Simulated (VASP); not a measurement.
H:

```
H
1.0
     2.64964    0.00000    0.00000
     0.00000    2.64964    0.00000
     0.00000    0.00000    0.98049
H
1
Direct
  0.00000 0.00000 0.50000
```

Base run:

- Program: VASP 6.6.1
- Functional: PBE
- Potentials or basis: VASP PAW PBE potentials, release 64 (H)
- Cutoff: 500 eV
- k mesh: 8 × 8 × 22
- Occupations: methfessel-paxton, width 0.18 eV
- Spin: no spin polarisation

Its results: band gap on the k mesh zero (an odd number of electrons rules out a gap without spin polarisation); pressure 1.4 GPa.

Question: The run is repeated on the same cell with these changes: occupations from methfessel-paxton, width 0.18 eV to gaussian, width 0.1 eV; dispersion from none to D4. What comes out?

Answer: Band gap on the k mesh zero (an odd number of electrons rules out a gap without spin polarisation); pressure -0.2 GPa.
